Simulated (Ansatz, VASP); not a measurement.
One calculation of H, two programs

```
H
1.0
    -1.90714    1.90714    2.16198
     1.90714   -1.90714    2.16198
     1.90714    1.90714   -2.16198
H
2
Direct
  0.91789 0.91789 0.00000
  0.08211 0.08211 0.00000
```

Alike in both runs: task single point; functional PBE; k mesh 10 × 10 × 10; occupations gaussian, width 0.05 eV; no spin polarisation.

|  | VASP | Ansatz |
| --- | --- | --- |
| version | VASP 6.6.1 | Ansatz 0.2.0 |
| potentials or method | VASP PAW PBE potentials, release 64 (H), cutoff 520 eV | scalar-relativistic, plane waves, PAW |
| valence electrons in the cell | 2 | 2 |

```tsv
	VASP	Ansatz	Ansatz less VASP
gap on the k mesh at the Fermi level (eV)	9.60	9.60	-0.001
least direct gap on the mesh (eV)	10.07	10.07	-0.001
pressure (GPa)	1.8	1.9	+0.17
traceless stress, the component that is largest in VASP (GPa)	3.81	3.87	+0.064
rms of the force components (eV/Å)	0.914	0.923	+0.0081
```

Atom by atom the forces differ by 0.008 eV/Å (rms over components). The functional is the same, so the differences come from potentials, cutoffs and numerics.
